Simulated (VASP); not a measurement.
Set up this calculation in VASP 6.6.1, as the native input.

```yaml
Task: relaxation of cell and atoms
Functional: B3LYP
Potentials_or_basis: VASP PAW PBE potentials, release 64 (Sb)
Cutoff: 600 eV
k_mesh: 5 × 5 × 5
Occupations: fermi-dirac, width 0.05 eV
Spin: no spin polarisation
Dipole_correction: no
Grid_for_exact_exchange_PRECFOCK: Normal
Further_INCAR_settings: ALGO = Normal; EDIFF = 1e-06; IBRION = 2; EDIFFG = -0.01; NSW = 60; ISIF = 3
```

Crystal: Sb.

```xyz
1
Lattice="-1.8713 1.8713 1.8713 1.8713 -1.8713 1.8713 1.8713 1.8713 -1.8713" Properties=species:S:1:pos:R:3 pbc="T T T"
Sb    0.0000    0.0000    0.0000
```

One way to write it, as run:

POSCAR

```
Sb
1.0
   -1.8713408863      1.8713408863      1.8713408863
    1.8713408863     -1.8713408863      1.8713408863
    1.8713408863      1.8713408863     -1.8713408863
Sb
1
Direct
    0.0000000000      0.0000000000      0.0000000000
```

INCAR.step1

```
  PREC = Accurate
  ENCUT = 600
  EDIFF = 1E-5
  ISMEAR = -1
  SIGMA = 0.05
  LREAL = False
  LASPH = True
  NELM = 80
  ALGO = Normal
  LWAVE = True
  LCHARG = False
  GGA = PE
  NBANDS = 8
```

INCAR.step2

```
  PREC = Accurate
  ENCUT = 600
  EDIFF = 1E-6
  ISMEAR = -1
  SIGMA = 0.05
  LREAL = False
  LASPH = True
  NELM = 80
  ALGO = Normal
  ISIF = 3
  LWAVE = False
  LCHARG = False
  GGA = B3
  LHFCALC = True
  AEXX = 0.2
  AGGAX = 0.72
  AGGAC = 0.81
  ALDAC = 0.19
  PRECFOCK = Normal
  IBRION = 2
  NSW = 60
  EDIFFG = -0.01
  ISTART = 1
```

KPOINTS

```
regular mesh
0
Gamma
  5 5 5
```

Potentials or basis: VASP PAW PBE potentials, release 64 (Sb).

The run is started by

```console
$ cat potpaw_PBE.64/Sb/POTCAR > POTCAR
$ cp INCAR.step1 INCAR
$ mpirun -np 1 vasp_std > vasp.out
$ cp INCAR.step2 INCAR
$ mpirun -np 1 vasp_std > vasp.out
```

Results of the run:

```yaml
Relaxed_volume: 28.03 Å³/atom
Relaxed_cell: a = 3.315 Å, b = 3.315 Å, c = 3.315 Å, α = 109.47°, β = 109.47°, γ = 109.47°
Space_group_after_relaxing_to_0.05_Å: Im-3m (No. 229)
Energy_gained_by_relaxing: 25.3 meV/atom
Ionic_steps: 3
Pressure_after_relaxing: 0.0 GPa
```

Caveat: the k points lie up to 0.46 Å⁻¹ apart in the final cell; the PAW data sets were made with another functional, which shifts forces and pressure a little.

It took 7.6 min on 1 thread of Intel Xeon 8259CL, with other jobs on the host, peak memory 0.18 GiB.
